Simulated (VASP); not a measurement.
Write the native input for VASP 6.6.1 that does the following.

```
Task                   : single point
Functional             : PBE
Potentials or basis    : VASP PAW PBE potentials, release 64 (Si, C)
Cutoff                 : 520 eV
k mesh                 : 10 × 10 × 10
Occupations            : gaussian, width 0.02 eV
Spin                   : no spin polarisation
Dipole correction      : no
Further INCAR settings : ALGO = Normal; EDIFF = 1e-06; NBANDS = 21
```

The structure of SiC lies in POSCAR:

```
SiC
1.0
    0.0000000000      2.1898964927     -2.1898964927
    4.3797244834      0.0000000000      0.0000000000
   -2.1898622417     -4.3797649865     -2.1898684938
Si C
3 3
Direct
    0.1666666667      0.4166673754      0.3333333333
    0.5000000000      0.7500007087      0.0000000000
    0.8333333333      0.0833340421      0.6666666667
    0.3333333333      0.3333326246      0.6666666667
    0.6666666667      0.6666659579      0.3333333333
    1.0000000000     -0.0000007087      1.0000000000
```

One way to write it, as run:

INCAR

```
PREC = Accurate
ENCUT = 520
EDIFF = 1E-6
ISMEAR = 0
SIGMA = 0.02
LREAL = False
LASPH = True
NELM = 100
ALGO = Normal
ISIF = 2
LWAVE = False
LCHARG = False
GGA = PE
NBANDS = 21
```

KPOINTS

```
Automatic mesh
0
Gamma
  10 10 10
```

Potentials or basis: VASP PAW PBE potentials, release 64 (Si, C).

Run with:

```sh
$ cat potpaw_PBE.64/Si/POTCAR potpaw_PBE.64/C/POTCAR > POTCAR
$ mpirun -np 1 vasp_std > vasp.out
```

Results of the run:

```json
{
 "Pressure": "-0.1 GPa",
 "Band gap on the k mesh": "1.37 eV"
}
```

Wall time 4.8 min on 1 thread of Intel Xeon 8259CL, on a shared host, peak memory 0.3 GiB.
